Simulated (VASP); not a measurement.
Write the native input for VASP 6.6.1 that does the following.

```
Task                   : single point
Functional             : PBE
Potentials or basis    : VASP PAW PBE potentials, release 64 (Si, Sb, O)
Cutoff                 : 520 eV
k mesh                 : 3 × 3 × 3
Occupations            : fermi-dirac, width 0.01 eV
Spin                   : collinear spin, ferromagnetic start
Starting moments       : [0.0, 0.0, 0.0, 0.0, 0.0, 0.0, 0.0, 0.0, 1.0, 0.0, 0.0, 0.0, 0.0, 0.0, 0.0, 0.0, 0.0, 0.0, 0.0, 0.0, 0.0, 0.0, 0.0, 0.0] μB
Dipole correction      : no
Further INCAR settings : LREAL = Auto; ALGO = Normal; EDIFF = 1e-07; NBANDS = 86
```

The structure of Si8SbO15 (a cell with a defect) lies in POSCAR:

```
Si8SbO15
1.0
    0.0000000000      4.9926472100      6.9339264200
    4.9926472100      0.0000000000      6.9339264200
    4.9926472100      4.9926472100      0.0000000000
Si Sb O
8 1 15
Direct
    0.2889563960      0.2366780304      0.4052648438
    0.7387464990      0.7580215958      0.9508075657
    0.0714106538      0.6914824571      0.1014482596
    0.5713081811      0.1671566344      0.6423989841
    0.4548998321      0.8115178678      0.3612412196
    0.8816627612      0.3518348996      0.9272648374
    0.0061390595     -0.0090936625      0.3197903417
    0.4948281136      0.5192388342      0.7970657703
    0.0518263361      0.1356207175      0.6686764352
    0.6215509370      0.6804145639      0.1730023585
    0.4971360111      0.3435803928      0.7562189008
    0.9917137764      0.8465715763      0.2449013752
    0.4258428563      0.2700348306      0.4741372270
    0.8757879456      0.8020326534      0.9958263388
    0.2363792364      0.8482186529      0.3795116532
    0.6375204570      0.4277000880      0.9641766524
   -0.0328057567      0.2074447697      0.1498573983
    0.5523197978      0.6551522933      0.5749752487
    0.4473900157      0.0249785572      0.2945951752
    0.8931019798      0.5558358316      0.8355744035
    0.2563419364      0.6910037313      0.9059075656
    0.8184944308      0.0591082519      0.5278471758
    0.1596991286      0.4498161364      0.2301199587
    0.5597494155      0.9756502963      0.8193903111
```

These files were run (other wordings do the same):

INCAR

```
PREC = Accurate
ENCUT = 520
EDIFF = 1E-7
ISMEAR = -1
SIGMA = 0.01
LREAL = Auto
LASPH = T
NELM = 150
ALGO = Normal
ISIF = 2
LWAVE = F
LCHARG = F
ISPIN = 2
MAGMOM = 0 0 0 0 0 0 0 0 1 0 0 0 0 0 0 0 0 0 0 0 0 0 0 0
LORBIT = 11
GGA = PE
NBANDS = 86
```

KPOINTS

```
regular mesh
0
Gamma
  3 3 3
```

Potentials or basis: VASP PAW PBE potentials, release 64 (Si, Sb, O).

Command:

```sh
$ cat potpaw_PBE.64/Si/POTCAR potpaw_PBE.64/Sb/POTCAR potpaw_PBE.64/O/POTCAR > POTCAR
$ mpirun -np 1 vasp_std > vasp.out
```

It gave:

The pressure is 5.0 GPa, the largest force is 0.121 eV/Å and the band gap on the k mesh is 0.69 eV. The net moment is 1.00 μB per cell, the site moments are Si -0.01, +0.00, -0.00; Sb +0.34; O +0.00, +0.02, +0.01 μB and the valence electrons inside the program's atomic spheres are Si 1.60, 1.66, 1.65, 1.62, 1.63; Sb 2.56; O 5.25, 5.24, 5.21, 5.22, 5.23, 5.19, 5.26.

Caveat: spin-orbit coupling is left out, which moves the levels of the heavy elements.

Wall time 16 min on 1 thread of Intel(R) Xeon(R) 6975P-C (Granite Rapids), with other jobs on the host, peak memory 0.96 GiB.
